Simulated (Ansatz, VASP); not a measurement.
VRu in VASP and in Ansatz

Contents of INCAR:

```
SYSTEM = VRu
PREC = Accurate ; ENCUT = 520
EDIFF = 1E-6 ; ISMEAR = -1
SIGMA = 0.05 ; LREAL = .FALSE.
LASPH = .TRUE. ; NELM = 150
ALGO = Normal ; ISIF = 2
LWAVE = .FALSE. ; LCHARG = .TRUE.
ISPIN = 2 ; MAGMOM = 1.5 0
LORBIT = 11 ; LMAXMIX = 4
LELF = .TRUE. ; LVHAR = .TRUE.
NBANDS = 24
```

Contents of KPOINTS:

```
Automatic mesh
0
G
  12 12 12
  0 0 0
```

File POSCAR:

```
VRu
1.0
    2.8992020947      0.0000000000      0.0000000000
    0.0000000000      2.8992020947      0.0000000000
    0.0000000000      0.0000000000      2.8992020947
V Ru
1 1
Direct
    0.5000000000      0.5000000000      0.5000000000
    0.0000000000      0.0000000000      0.0000000000
```

Input for Ansatz:

```yaml
crystal:
  lattice:
    - [2.8992020947, 0.0, 0.0]
    - [0.0, 2.8992020947, 0.0]
    - [0.0, 0.0, 2.8992020947]
  atoms:
    - { symbol: V, position: [0.5, 0.5, 0.5], spin: 1.5 }
    - { symbol: Ru, position: [0.0, 0.0, 0.0] }
magnetization:
  spin_polarized: true
kpoints:
  mp_grid: { grid: [12, 12, 12] }
  band_path:
    path:
      - [0.0, 0.0, 0.0]
      - [0.0, 0.5, 0.0]
      - [0.5, 0.5, 0.0]
      - [0.0, 0.0, 0.0]
      - [0.5, 0.5, 0.5]
      - [0.0, 0.5, 0.0]
      - [0.5, 0.5, 0.5]
      - [0.5, 0.5, 0.0]
    npoints: 6
scf:
  occupations: { method: fermi_dirac, width: 0.05 }
hamiltonian:
  xc: lda
  pseudopotentials: { kind: all_electron, lapw: { basis_error: 0.001 } }
output:
  forces: true
  stress: true
  eigenvalues: true
  populations: true
```

Change from the starting cell: volume scaled by 0.9, LAPW.

Alike in both runs: task single point; functional LDA; k mesh 12 × 12 × 12; occupations fermi-dirac, width 0.05 eV; collinear spin.

|  | VASP | Ansatz |
| --- | --- | --- |
| version | VASP 6.6.1 | Ansatz 0.2.0 |
| potentials or method | VASP PAW LDA potentials, release 64 (V_sv, Ru_pv), cutoff 520 eV | all-electron LAPW, scalar-relativistic |

|  | VASP | Ansatz | Ansatz less VASP |
| --- | --- | --- | --- |
| pressure (GPa) | 17.5 | 16.4 | -1.02 |
| net moment per atom (μB) | 0.00 | 0.00 | 0.000 |

LDA's correlation is that of Perdew and Zunger in VASP and of Perdew and Wang (1992) in Ansatz. Ansatz ran all-electron here, and VASP with PAW potentials. Ansatz's warnings: seeded moment not kept.
